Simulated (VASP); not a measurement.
# CdS (F-43m) in VASP: settings compared

Aim: see how the results for CdS move with the level of theory and the settings. Levels: pbe exchange, lyp correlation, PBEsol-based screened hybrid with 25 % exact exchange, HSE06, PBEsol-based global hybrid with 25 % exact exchange, PBE-based screened hybrid with 25 % exact exchange. Tasks: single point.

Everything below comes from runs of VASP 6.6.1. Logs are shortened: lines on timing, memory, paths and dates and some standing lists are left out, and cuts for length are marked.

## Step 1: The cell of the first run

It takes space group F-43m (No. 216, cubic). Conventional cell: a = 5.910 Å, b = 5.910 Å, c = 5.910 Å, α = 90.00°, β = 90.00°, γ = 90.00°. Cd (site symmetry -43m) has 4 S at 2.56 Å within 3.4 Å. Within 3.4 Å of S (site symmetry -43m) lie 4 Cd at 2.56 Å.

## Step 2: Single point, pbe exchange, lyp correlation, collinear spin

INCAR reads:

```
SYSTEM = CdS
PREC = Accurate
ENCUT = 500
EDIFF = 1E-6
ISMEAR = -1
SIGMA = 0.05
LREAL = .False.
LASPH = .True.
NELM = 200
ALGO = Normal
ISIF = 2
LWAVE = .False.
LCHARG = .False.
ISPIN = 2
MAGMOM = 1 0
LORBIT = 11
NUPDOWN = 1.0
GGA = LIBXC
LIBXC1 = GGA_X_PBE
LIBXC2 = GGA_C_LYP
NBANDS = 20
ISYM = 0
GGA_COMPAT = .False.
```

KPOINTS reads:

```
Automatic mesh
0
Gamma
  8 8 8
  0.5 0.5 0.5
```

POSCAR reads:

```
CdS
1.0
    0.0000000000      2.9548794012      2.9548794012
    2.9548794012      0.0000000000      2.9548794012
    2.9548794012      2.9548794012      0.0000000000
Cd S
1 1
Direct
    0.0000000000      0.0000000000      0.0000000000
    0.7500000000      0.7500000000      0.7500000000
```

Potentials or basis: VASP PAW PBE potentials, release 64 (Cd, S).

The run is started by

```bash
$ cat potpaw_PBE.64/Cd/POTCAR potpaw_PBE.64/S/POTCAR > POTCAR
$ mpirun -np 1 vasp_std > vasp.out
```

OUTCAR:

```text
SYSTEM = CdS
   PREC = Accurate
   ENCUT = 500
   EDIFF = 1E-6
   ISMEAR = -1
   LREAL = .False.
   LASPH = .True.
   NELM = 200
   ISIF = 2
   ISPIN = 2
   LORBIT = 11
   NUPDOWN = 1.0
   GGA = LIBXC
   ISYM = 0

 ion  position               nearest neighbor table
   1  0.000  0.000  0.000-   2 2.56   2 2.56   2 2.56   2 2.56
   2  0.750  0.750  0.750-   1 2.56   1 2.56   1 2.56   1 2.56

IMPORTANT INFORMATION: All symmetrisations will be switched off!
NOSYMM: (Re-)initialisation of all symmetry stuff for point group C_1.

----------------------------------------------------------------------------------------

                                     Primitive cell

  volume of cell :      51.5999

  direct lattice vectors                    reciprocal lattice vectors
     0.000000000  2.954879401  2.954879401    -0.169211644  0.169211644  0.169211644
     2.954879401  0.000000000  2.954879401     0.169211644 -0.169211644  0.169211644
     2.954879401  2.954879401  0.000000000     0.169211644  0.169211644 -0.169211644

  length of vectors
     4.178830524  4.178830524  4.178830524     0.293083164  0.293083164  0.293083164

  position of ions in fractional coordinates (direct lattice)
     0.000000000  0.000000000  0.000000000
     0.750000000  0.750000000  0.750000000

  ion indices of the primitive-cell ions
   primitive index   ion index
                 1           1
                 2           2

----------------------------------------------------------------------------------------

 KPOINTS: Automatic mesh

Automatic generation of k-mesh.
 Grid dimensions read from file:
 generate k-points for:    8    8    8

 Generating k-lattice:

  Cartesian coordinates                     Fractional coordinates (reciprocal lattice)
    -0.021151455  0.021151455  0.021151455     0.125000000  0.000000000  0.000000000
     0.021151455 -0.021151455  0.021151455     0.000000000  0.125000000  0.000000000
     0.021151455  0.021151455 -0.021151455     0.000000000  0.000000000  0.125000000

  Length of vectors
     0.036635395  0.036635395  0.036635395

  Shift w.r.t. Gamma in fractional coordinates (k-lattice)
     0.500000000  0.500000000  0.500000000

 Subroutine IBZKPT returns following result:
 ===========================================

 Found   1024 irreducible k-points:

 Following reciprocal coordinates:
            Coordinates               Weight
  0.062500  0.062500  0.062500      2.000000
  0.062500  0.000000  0.000000      2.000000
  0.000000  0.000000 -0.062500      2.000000
  0.000000  0.062500  0.000000      2.000000
  0.187500  0.062500  0.062500      2.000000
  0.062500  0.187500  0.062500      2.000000
[... 16 lines left out ...]
  0.000000  0.250000 -0.062500      2.000000
  0.250000  0.000000 -0.062500      2.000000
 [... further k-points ...]
   k-points           NKPTS =   1024   k-points in BZ     NKDIM =   1024   number of bands    NBANDS=     20
   number of dos      NEDOS =    301   number of ions     NIONS =      2
   total plane-waves  NPLWV =  27000
   dimension x,y,z NGX =    30 NGY =   30 NGZ =   30
   dimension x,y,z NGXF=    60 NGYF=   60 NGZF=   60
   ions per type =               1   1
   NGX,Y,Z   is equivalent  to a cutoff of  11.93, 11.93, 11.93 a.u.
   NGXF,Y,Z  is equivalent  to a cutoff of  23.87, 23.87, 23.87 a.u.
 SYSTEM =  CdS
   PREC   = accura    normal or accurate (medium, high low for compatibility)
   ISTART =      0    job   : 0-new  1-cont  2-samecut
   ICHARG =      2    charge: 1-file 2-atom 10-const
   ISPIN  =      2    spin polarized calculation?
   LNONCOLLINEAR =      F non collinear calculations
   LSORBIT =      F    spin-orbit coupling
   LASPH  =      T    aspherical Exc in radial PAW
   ENCUT  =  500.0 eV  36.75 Ry    6.06 a.u.   7.62  7.62  7.62*2*pi/ulx,y,z
   NELM   =    200;   NELMIN=  2; NELMDL= -5     # of ELM steps
   EDIFF  = 0.1E-05   stopping-criterion for ELM
   LREAL  =      F    real-space projection
   EDIFFG = 0.1E-04   stopping-criterion for IOM
   NSW    =      0    number of steps for IOM
   IBRION =     -1    ionic relax: 0-MD 1-quasi-New 2-CG
   NFREE  =      0    steps in history (QN), initial steepest desc. (CG)
   ISIF   =      2    stress and relaxation
   ISYM   =      0    0-nonsym 1-usesym 2-fastsym
   POTIM  = 0.5000    time-step for ionic-motion
   TEBEG  =    0.0;   TEEND  =   0.0 temperature during run
   PSTRESS=    0.0 pullay stress
   NELECT =      18.0000    total number of electrons
   NUPDOWN=       1.0000    fix difference up-down
   EMIN   =  10.00;   EMAX   =-10.00  energy-range for DOS
   EFERMI =   0.00;   METHOD = LEGACY
   ISMEAR =    -1;   SIGMA  =   0.05  broadening in eV -4-tet -1-fermi 0-gaus
   EFERMI_NEDOS =   21; number of points for ismear=-14 and -15
   IALGO  =     38    algorithm
   IMIX   =      4    mixing-type and parameters
     AMIX     =   0.40;   BMIX     =  1.00
     AMIX_MAG =   1.60;   BMIX_MAG =  1.00
  volume/ion in A,a.u.               =      25.80       174.11
  Fermi-wavevector in a.u.,A,eV,Ry     =   1.152434  2.177784 18.069941  1.328103
  Thomas-Fermi vector in A             =   2.289085
   LORBIT       =     11    0 simple, 1 ext, 2 COOP (PROOUT), +10 PAW based schemes
   GGA     = LIBXC    functional components
   LHFCALC =     F    Hartree Fock is set to
   AEXX    =    0.0000 exact exchange contribution
   IVDW    =     0    specifies the selected vdW correction
   LEPSILON=     F    determine dielectric tensor
   LRPA    =     F    only Hartree local field effects (RPA)
 spin polarized calculation
  energy-cutoff  :      500.00
  volume of cell :       51.60
 maximum number of plane-waves:      1325
   NGX = 15   NGY = 15   NGZ = 15

 number of electron      17.9999990 magnetization       1.0000000

 Free energy of the ion-electron system (eV)
  ---------------------------------------------------
  ext. energy  EPLUGINS =         0.00000000
  ---------------------------------------------------
  free energy    TOTEN  =        -3.55581359 eV

  energy without entropy =       -3.54090854  energy(sigma->0) =       -3.54836106

 E-fermi :   0.5607     XC(G=0):  -8.5308

 val. band max:        5.0843456138   @ k =   0.4375   0.0625   0.4375
 cond. band min:       0.5795977149   @ k =  -0.4375   0.1250   0.1250
 fundamental gap:     -4.5047478989
 Fermi energy:         5.0947390216

 spin component 1

 k-point     1 :       0.0625    0.0625    0.0625
  band No.  band energies     occupation
      1     -11.3212      1.00000
      2      -6.3016      1.00000
      3      -6.3016      1.00000
      4      -6.2948      1.00000
      5      -5.8362      1.00000
      6      -5.8362      1.00000
[... 12 lines left out ...]
     19      14.9280      0.00000
     20      17.3256      0.00000

 k-point     2 :       0.0625    0.0000    0.0000
  band No.  band energies     occupation
      1     -11.3212      1.00000
      2      -6.3016      1.00000
      3      -6.3016      1.00000
      4      -6.2948      1.00000
      5      -5.8362      1.00000
      6      -5.8362      1.00000
[... 12 lines left out ...]
     19      14.9280      0.00000
     20      17.3256      0.00000

 k-point     3 :       0.0000    0.0000   -0.0625
  band No.  band energies     occupation
      1     -11.3212      1.00000
      2      -6.3016      1.00000
      3      -6.3016      1.00000
      4      -6.2948      1.00000
      5      -5.8362      1.00000
      6      -5.8362      1.00000
[... 12 lines left out ...]
     19      14.9280      0.00000
     20      17.3256      0.00000

 k-point     4 :       0.0000    0.0625    0.0000
  band No.  band energies     occupation
      1     -11.3212      1.00000
      2      -6.3016      1.00000
      3      -6.3016      1.00000
      4      -6.2948      1.00000
      5      -5.8362      1.00000
      6      -5.8362      1.00000
[... 429 lines left out ...]
 k-point    23 :       0.0000    0.2500   -0.0625
  band No.  band energies     occupation
      1     -11.1202      1.00000
      2      -6.2318      1.00000
      3      -6.2202      1.00000
      4      -6.0268      1.00000
      5      -5.8414      1.00000
      6      -5.8173      1.00000
[... 12 lines left out ...]
     19      18.0513      0.00000
     20      18.5227      0.00000

 k-point    24 :       0.2500    0.0000   -0.0625
  band No.  band energies     occupation
      1     -11.1202      1.00000
      2      -6.2318      1.00000
      3      -6.2202      1.00000
      4      -6.0268      1.00000
      5      -5.8414      1.00000
      6      -5.8173      1.00000
[... 12 lines left out ...]
     19      18.0513      0.00000
     20      18.5227      0.00000

 [... further k-points ...]

 spin component 2

 k-point     1 :       0.0625    0.0625    0.0625
  band No.  band energies     occupation
      1     -10.7728      1.00000
      2      -6.1744      1.00000
      3      -6.1744      1.00000
      4      -6.1670      1.00000
      5      -5.7533      1.00000
      6      -5.7533      1.00000
[... 12 lines left out ...]
     19      15.1573      0.00000
     20      17.5745      0.00000

 k-point     2 :       0.0625    0.0000    0.0000
  band No.  band energies     occupation
      1     -10.7728      1.00000
      2      -6.1744      1.00000
      3      -6.1744      1.00000
      4      -6.1670      1.00000
      5      -5.7533      1.00000
      6      -5.7533      1.00000
[... 12 lines left out ...]
     19      15.1573      0.00000
     20      17.5745      0.00000

 k-point     3 :       0.0000    0.0000   -0.0625
  band No.  band energies     occupation
      1     -10.7728      1.00000
      2      -6.1744      1.00000
      3      -6.1744      1.00000
      4      -6.1670      1.00000
      5      -5.7533      1.00000
      6      -5.7533      1.00000
[... 12 lines left out ...]
     19      15.1573      0.00000
     20      17.5745      0.00000

 k-point     4 :       0.0000    0.0625    0.0000
  band No.  band energies     occupation
      1     -10.7728      1.00000
      2      -6.1744      1.00000
      3      -6.1744      1.00000
      4      -6.1670      1.00000
      5      -5.7533      1.00000
      6      -5.7533      1.00000
[... 429 lines left out ...]
 k-point    23 :       0.0000    0.2500   -0.0625
  band No.  band energies     occupation
      1     -10.5657      1.00000
      2      -6.1088      1.00000
      3      -6.0981      1.00000
      4      -5.8943      1.00000
      5      -5.7574      1.00000
      6      -5.7330      1.00000
[... 12 lines left out ...]
     19      18.3651      0.00000
     20      18.8403      0.00000

 k-point    24 :       0.2500    0.0000   -0.0625
  band No.  band energies     occupation
      1     -10.5657      1.00000
      2      -6.1088      1.00000
      3      -6.0981      1.00000
      4      -5.8943      1.00000
      5      -5.7574      1.00000
      6      -5.7330      1.00000
[... 12 lines left out ...]
     19      18.3651      0.00000
     20      18.8403      0.00000

 [... further k-points ...]
[... 5 lines left out ...]
  --------------------------------------------------------------------------------------
  -------------------------------------------------------------------------------------
  Total        3.0611107      3.0611108      3.0611108      0.0000033      0.0000032      0.0000033
  in kB       95.0474220     95.0474241     95.0474250      0.0001021      0.0000988      0.0001024
  external PRESSURE =      95.0474237 kB  Pullay stress =       0.0000000 kB

 VOLUME and BASIS-vectors are now :
 -----------------------------------------------------------------------------
  energy-cutoff  :      500.00
  volume of cell :       51.60
      direct lattice vectors                 reciprocal lattice vectors
     0.000000000  2.954879401  2.954879401    -0.169211644  0.169211644  0.169211644
     2.954879401  0.000000000  2.954879401     0.169211644 -0.169211644  0.169211644
     2.954879401  2.954879401  0.000000000     0.169211644  0.169211644 -0.169211644

 POSITION                                       TOTAL-FORCE (eV/Angst)
 -----------------------------------------------------------------------------------
      0.00000      0.00000      0.00000         0.000000      0.000000     -0.000000
      4.43232      4.43232      4.43232        -0.000000     -0.000000      0.000000
 -----------------------------------------------------------------------------------
    total drift:                                0.000000      0.000000      0.000000

  FREE ENERGIE OF THE ION-ELECTRON SYSTEM (eV)
  ---------------------------------------------------
  free  energy   TOTEN  =        -3.5558135867 eV

  energy  without entropy=       -3.5409085397  energy(sigma->0) =       -3.54836106

 total charge

# of ion       s       p       d       tot
------------------------------------------
    1        0.523   0.287   9.523  10.333
    2        1.387   2.304   0.000   3.691
--------------------------------------------------
tot          1.910   2.591   9.523  14.024

 magnetization (x)

# of ion       s       p       d       tot
------------------------------------------
    1        0.107   0.030   0.044   0.181
    2        0.055   0.363   0.000   0.419
--------------------------------------------------
tot          0.163   0.393   0.044   0.599
```

Run time: 12 min. Hardware: 1 thread of Intel Xeon 6975P-C (Granite Rapids), shared host; peak memory 1.3 GiB.

Results:

```
Free energy                                           : -3.5558 eV
Pressure                                              : 9.5 GPa
Net moment                                            : 1.00 μB per cell
Site moments                                          : Cd +0.18; S +0.42 μB
Valence electrons inside the program's atomic spheres : Cd 10.33; S 3.69
```

Caveat: the cell stands under pressure; the PAW data sets were made with another functional, which shifts forces and pressure a little; the total moment is fixed, so each spin has its own Fermi level and the state may be an excited one.

## Step 3: Single point, PBEsol-based screened hybrid with 25 % exact exchange

This run uses another cell than the first one, of 24.65 Å³/atom.

POSCAR reads:

```
CdS
1.0
    0.0000000000      2.9102945612      2.9102945612
    2.9102945612      0.0000000000      2.9102945612
    2.9102945612      2.9102945612      0.0000000000
Cd S
1 1
Direct
    0.0000000000      0.0000000000      0.0000000000
    0.7500000000      0.7500000000      0.7500000000
```

INCAR.step1 reads:

```
SYSTEM = CdS
  PREC = Accurate
  ENCUT = 400
  EDIFF = 1E-5
  ISMEAR = -1
  SIGMA = 0.05
  LREAL = .FALSE.
  LASPH = .TRUE.
  NELM = 120
  ALGO = Normal
  ISIF = 2
  LWAVE = .TRUE.
  GGA = PE
  NBANDS = 16
  GGA_COMPAT = .FALSE.
```

INCAR.step2 reads:

```
SYSTEM = CdS
  PREC = Accurate
  ENCUT = 400
  EDIFF = 1E-6
  ISMEAR = -1
  SIGMA = 0.05
  LREAL = .FALSE.
  LASPH = .TRUE.
  NELM = 120
  ALGO = Normal
  ISIF = 2
  LWAVE = .FALSE.
  LCHARG = .TRUE.
  GGA = PS
  LHFCALC = .TRUE.
  AEXX = 0.25
  HFSCREEN = 0.207
  PRECFOCK = Normal
  LELF = .TRUE.
  LVHAR = .TRUE.
  ISTART = 1
  NBANDS = 16
  GGA_COMPAT = .FALSE.
```

KPOINTS reads:

```
Automatic mesh
0
G
  4 4 4
  0 0 0
```

Potentials or basis: VASP PAW PBE potentials, release 64 (Cd, S).

The run is started by

```bash
$ cat potpaw_PBE.64/Cd/POTCAR potpaw_PBE.64/S/POTCAR > POTCAR
$ cp INCAR.step1 INCAR
$ mpirun -np 1 vasp_std > vasp.out
$ cp INCAR.step2 INCAR
$ mpirun -np 1 vasp_std > vasp.out
```

It took 2.9 min on 1 thread of Intel Xeon 6975P-C (Granite Rapids), shared host; peak memory 0.26 GiB.

The run converged. Its results:

```yaml
Free_energy: -8.0545 eV
Pressure: -0.1 GPa
Band_gap_on_the_k_mesh: 2.04 eV
```

Levels at points of the mesh, in eV from the valence-band top:
| k point | band 7 | band 8 | band 9 | band 10 | band 11 | band 12 |
| --- | --- | --- | --- | --- | --- | --- |
| (0.00, 0.00, 0.00) | 0.00 | 0.00 | 0.00 | 2.04 | 7.61 | 7.61 |
| (0.50, 0.00, 0.00) | -4.81 | -0.83 | -0.83 | 3.99 | 8.06 | 8.06 |
| (0.50, 0.50, 0.00) | -4.31 | -2.07 | -2.07 | 4.29 | 5.37 | 10.45 |

Caveat: the k points lie up to 0.47 Å⁻¹ apart; the PAW data sets were made with another functional, which shifts forces and pressure a little.

[end of part 1 of 2]
